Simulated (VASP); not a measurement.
# YSe (Fm-3m) in VASP: electric field gradients with LDA

Aim: the electric field gradients of YSe with LDA.

Everything below comes from runs of VASP 6.6.1. Logs are shortened: lines on timing, memory, paths and dates and some standing lists are left out, and cuts for length are marked.

**1. The cell of the first run**

Symmetry: Fm-3m, No. 225, cubic system. The conventional cell has a = 5.641 Å, b = 5.641 Å, c = 5.641 Å, α = 90.00°, β = 90.00°, γ = 90.00°. Y (site symmetry m-3m) has 6 Se at 2.82 Å within 3.7 Å. Within 3.7 Å of Se (site symmetry m-3m) lie 6 Y at 2.82 Å.

**2. Electric field gradients, LDA**

Input file INCAR:

```
PREC = Accurate
ENCUT = 520
EDIFF = 1E-8
ISMEAR = -1
SIGMA = 0.02
LREAL = F
LASPH = T
NELM = 80
ALGO = Normal
ISIF = 2
LWAVE = F
LCHARG = F
GGA = CA
LEFG = T
NBANDS = 16
```

Input file KPOINTS:

```
regular mesh
0
Gamma
  9 9 9
```

Input file POSCAR:

```
YSe
1.0
    0.0000000000      2.8206278024      2.8206278024
    2.8206278024      0.0000000000      2.8206278024
    2.8206278024      2.8206278024      0.0000000000
Y Se
1 1
Direct
    0.5000000000      0.5000000000      0.5000000000
    0.0000000000      0.0000000000      0.0000000000
```

Potentials or basis: VASP PAW LDA potentials, release 64 (Y_sv, Se).

Started as:

```sh
$ cat potpaw_LDA.64/Y_sv/POTCAR potpaw_LDA.64/Se/POTCAR > POTCAR
$ mpirun -np 1 vasp_std > vasp.out
```

OUTCAR:

```text
PREC = Accurate
   ENCUT = 520
   EDIFF = 1E-8
   ISMEAR = -1
   LREAL = F
   LASPH = T
   NELM = 80
   ISIF = 2
   GGA = CA

 ion  position               nearest neighbor table
   1  0.500  0.500  0.500-   2 2.82   2 2.82   2 2.82   2 2.82   2 2.82   2 2.82
   2  0.000  0.000  0.000-   1 2.82   1 2.82   1 2.82   1 2.82   1 2.82   1 2.82

  LATTYP: Found a face centered cubic cell.
 ALAT       =     5.6412556048

  Lattice vectors:

 A1 = (   0.0000000000,   2.8206278024,   2.8206278024)
 A2 = (   2.8206278024,   0.0000000000,   2.8206278024)
 A3 = (   2.8206278024,   2.8206278024,   0.0000000000)

Analysis of symmetry for initial positions (statically):
=====================================================================
 Subroutine PRICEL returns:
 Original cell was already a primitive cell.

 Routine SETGRP: Setting up the symmetry group for a
 face centered cubic supercell.

 Subroutine GETGRP returns: Found 48 space group operations
 (whereof 48 operations were pure point group operations)
 out of a pool of 48 trial point group operations.

The static configuration has the point symmetry O_h .

Analysis of symmetry for dynamics (positions and initial velocities):
=====================================================================
 Subroutine PRICEL returns:
 Original cell was already a primitive cell.

 Routine SETGRP: Setting up the symmetry group for a
 face centered cubic supercell.

 Subroutine GETGRP returns: Found 48 space group operations
 (whereof 48 operations were pure point group operations)
 out of a pool of 48 trial point group operations.

The dynamic configuration has the point symmetry O_h .

 Subroutine INISYM returns: Found 48 space group operations
 (whereof 48 operations are pure point group operations),
 and found     1 'primitive' translations

----------------------------------------------------------------------------------------

                                     Primitive cell

  volume of cell :      44.8815

  direct lattice vectors                    reciprocal lattice vectors
     0.000000000  2.820627802  2.820627802    -0.177265501  0.177265501  0.177265501
     2.820627802  0.000000000  2.820627802     0.177265501 -0.177265501  0.177265501
     2.820627802  2.820627802  0.000000000     0.177265501  0.177265501 -0.177265501

  length of vectors
     3.988970093  3.988970093  3.988970093     0.307032854  0.307032854  0.307032854

  position of ions in fractional coordinates (direct lattice)
     0.500000000  0.500000000  0.500000000
     0.000000000  0.000000000  0.000000000

  ion indices of the primitive-cell ions
   primitive index   ion index
                 1           1
                 2           2

----------------------------------------------------------------------------------------

 KPOINTS: regular mesh

Automatic generation of k-mesh.
 Grid dimensions read from file:
 generate k-points for:    9    9    9

 Generating k-lattice:

  Cartesian coordinates                     Fractional coordinates (reciprocal lattice)
    -0.019696167  0.019696167  0.019696167     0.111111111  0.000000000  0.000000000
     0.019696167 -0.019696167  0.019696167     0.000000000  0.111111111  0.000000000
     0.019696167  0.019696167 -0.019696167     0.000000000  0.000000000  0.111111111

  Length of vectors
     0.034114762  0.034114762  0.034114762

  Shift w.r.t. Gamma in fractional coordinates (k-lattice)
     0.000000000  0.000000000  0.000000000

 Subroutine IBZKPT returns following result:
 ===========================================

 Found     35 irreducible k-points:

 Following reciprocal coordinates:
            Coordinates               Weight
  0.000000  0.000000  0.000000      1.000000
  0.111111  0.000000  0.000000      8.000000
  0.222222  0.000000  0.000000      8.000000
  0.333333  0.000000  0.000000      8.000000
  0.444444  0.000000  0.000000      8.000000
  0.111111  0.111111  0.000000      6.000000
[... 16 lines left out ...]
 -0.333333  0.333333  0.000000     12.000000
  0.444444  0.444444  0.000000      6.000000
 [... further k-points ...]
   k-points           NKPTS =     35   k-points in BZ     NKDIM =     35   number of bands    NBANDS=     16
   number of dos      NEDOS =    301   number of ions     NIONS =      2
   total plane-waves  NPLWV =  27000
   dimension x,y,z NGX =    30 NGY =   30 NGZ =   30
   dimension x,y,z NGXF=    60 NGYF=   60 NGZF=   60
   ions per type =               1   1
   NGX,Y,Z   is equivalent  to a cutoff of  12.50, 12.50, 12.50 a.u.
   NGXF,Y,Z  is equivalent  to a cutoff of  25.01, 25.01, 25.01 a.u.
 SYSTEM =  unknown system
   PREC   = accura    normal or accurate (medium, high low for compatibility)
   ISTART =      0    job   : 0-new  1-cont  2-samecut
   ICHARG =      2    charge: 1-file 2-atom 10-const
   ISPIN  =      1    spin polarized calculation?
   LNONCOLLINEAR =      F non collinear calculations
   LSORBIT =      F    spin-orbit coupling
   LASPH  =      T    aspherical Exc in radial PAW
   ENCUT  =  520.0 eV  38.22 Ry    6.18 a.u.   7.42  7.42  7.42*2*pi/ulx,y,z
   NELM   =     80;   NELMIN=  2; NELMDL= -5     # of ELM steps
   EDIFF  = 0.1E-07   stopping-criterion for ELM
   LREAL  =      F    real-space projection
   EDIFFG = 0.1E-06   stopping-criterion for IOM
   NSW    =      0    number of steps for IOM
   IBRION =     -1    ionic relax: 0-MD 1-quasi-New 2-CG
   NFREE  =      0    steps in history (QN), initial steepest desc. (CG)
   ISIF   =      2    stress and relaxation
   ISYM   =      2    0-nonsym 1-usesym 2-fastsym
   POTIM  = 0.5000    time-step for ionic-motion
   TEBEG  =    0.0;   TEEND  =   0.0 temperature during run
   PSTRESS=    0.0 pullay stress
   NELECT =      17.0000    total number of electrons
   NUPDOWN=      -1.0000    fix difference up-down
   EMIN   =  10.00;   EMAX   =-10.00  energy-range for DOS
   EFERMI =   0.00;   METHOD = LEGACY
   ISMEAR =    -1;   SIGMA  =   0.02  broadening in eV -4-tet -1-fermi 0-gaus
   EFERMI_NEDOS =   21; number of points for ismear=-14 and -15
   IALGO  =     38    algorithm
   IMIX   =      4    mixing-type and parameters
     AMIX     =   0.40;   BMIX     =  1.00
     AMIX_MAG =   1.60;   BMIX_MAG =  1.00
  volume/ion in A,a.u.               =      22.44       151.44
  Fermi-wavevector in a.u.,A,eV,Ry     =   1.184501  2.238382 19.089547  1.403042
  Thomas-Fermi vector in A             =   2.320714
   LORBIT       =      0    0 simple, 1 ext, 2 COOP (PROOUT), +10 PAW based schemes
   GGA     = CA    functional components
   LHFCALC =     F    Hartree Fock is set to
   AEXX    =    0.0000 exact exchange contribution
   IVDW    =     0    specifies the selected vdW correction
   LEPSILON=     F    determine dielectric tensor
   LRPA    =     F    only Hartree local field effects (RPA)
 non-spin polarized calculation
  energy-cutoff  :      520.00
  volume of cell :       44.88
 maximum number of plane-waves:      1243
 NGX is ok and might be reduce to    30
   NGX = 15   NGY = 15   NGZ = 15

 number of electron      17.0000002 magnetization

 Free energy of the ion-electron system (eV)
  ---------------------------------------------------
  ext. energy  EPLUGINS =         0.00000000
  ---------------------------------------------------
  free energy    TOTEN  =       -14.94322150 eV

  energy without entropy =      -14.94085524  energy(sigma->0) =      -14.94203837

 E-fermi :   6.2813     XC(G=0): -10.6672

 val. band max:        6.2636930687   @ k =   0.1111   0.0000   0.0000
 cond. band min:       6.2914018552   @ k =   0.4444   0.2222   0.1111
 fundamental gap:      0.0277087865
 Fermi energy:         6.2812947999

 k-point     1 :       0.0000    0.0000    0.0000
  band No.  band energies     occupation
      1     -36.9432      2.00000
      2     -17.0439      2.00000
      3     -17.0439      2.00000
      4     -17.0439      2.00000
      5      -9.0073      2.00000
      6       3.3525      2.00000
[... 8 lines left out ...]
     15      12.5598      0.00000
     16      18.8949      0.00000
[... 419 lines left out ...]
 k-point    24 :       0.4444    0.4444    0.0000
  band No.  band energies     occupation
      1     -36.9151      2.00000
      2     -17.2934      2.00000
      3     -17.1417      2.00000
      4     -17.1417      2.00000
      5      -8.3565      2.00000
      6       0.7671      2.00000
[... 8 lines left out ...]
     15      14.2838      0.00000
     16      16.6850      0.00000

 [... further k-points ...]

------------------------ aborting loop because EDIFF is reached ----------------------------------------

  FORCE on cell =-STRESS in cart. coord.  units (eV):
  Direction    XX          YY          ZZ          XY          YZ          ZX
  --------------------------------------------------------------------------------------
  -------------------------------------------------------------------------------------
  Total        0.0544652      0.0544652      0.0544652     -0.0000000     -0.0000000      0.0000000
  in kB        1.9442952      1.9442952      1.9442952     -0.0000000     -0.0000000      0.0000000
  external PRESSURE =       1.9442952 kB  Pullay stress =       0.0000000 kB

 VOLUME and BASIS-vectors are now :
 -----------------------------------------------------------------------------
  energy-cutoff  :      520.00
  volume of cell :       44.88
      direct lattice vectors                 reciprocal lattice vectors
     0.000000000  2.820627802  2.820627802    -0.177265501  0.177265501  0.177265501
     2.820627802  0.000000000  2.820627802     0.177265501 -0.177265501  0.177265501
     2.820627802  2.820627802  0.000000000     0.177265501  0.177265501 -0.177265501

 POSITION                                       TOTAL-FORCE (eV/Angst)
 -----------------------------------------------------------------------------------
      2.82063      2.82063      2.82063        -0.000000     -0.000000     -0.000000
      0.00000      0.00000      0.00000         0.000000      0.000000      0.000000
 -----------------------------------------------------------------------------------
    total drift:                                0.000000     -0.000000      0.000000

  FREE ENERGIE OF THE ION-ELECTRON SYSTEM (eV)
  ---------------------------------------------------
  free  energy   TOTEN  =       -14.9432214965 eV

  energy  without entropy=      -14.9408552368  energy(sigma->0) =      -14.94203837

 Electric field gradients (V/A^2)
---------------------------------------------------------------------
 ion       V_xx      V_yy      V_zz      V_xy      V_xz      V_yz
---------------------------------------------------------------------
   1       0.000     0.000    -0.000    -0.000    -0.000    -0.000
   2       0.000    -0.000     0.000     0.000     0.000     0.000
---------------------------------------------------------------------

 Electric field gradients after diagonalization (V/A^2)
 (convention: |V_zz| > |V_xx| > |V_yy|)
----------------------------------------------------------------------
 ion       V_xx      V_yy      V_zz     asymmetry (V_yy - V_xx)/ V_zz
----------------------------------------------------------------------
   1       0.000     0.000    -0.000       0.000
   2      -0.000    -0.000     0.000       0.000
----------------------------------------------------------------------

           NMR quadrupolar parameters

 Cq : quadrupolar parameter    Cq=e*Q*V_zz/h
 eta: asymmetry parameters     (V_yy - V_xx)/ V_zz
 Q  : nuclear electric quadrupole moment in mb (millibarn)
----------------------------------------------------------------------
 ion       Cq(MHz)       eta       Q (mb)
----------------------------------------------------------------------
   1      -0.000       0.000       1.000
   2       0.000       0.000       1.000
----------------------------------------------------------------------
```

Run time: 18 s. Hardware: 1 thread of Intel Xeon Platinum 8488C (Sapphire Rapids), shared host; peak memory 0.18 GiB.

Results:

```
Free energy : -14.9432 eV
Pressure    : 0.2 GPa
```

Caveat: without QUAD_EFG the Cq values of the log hold for a quadrupole moment of 1 mb, not for the nuclei.
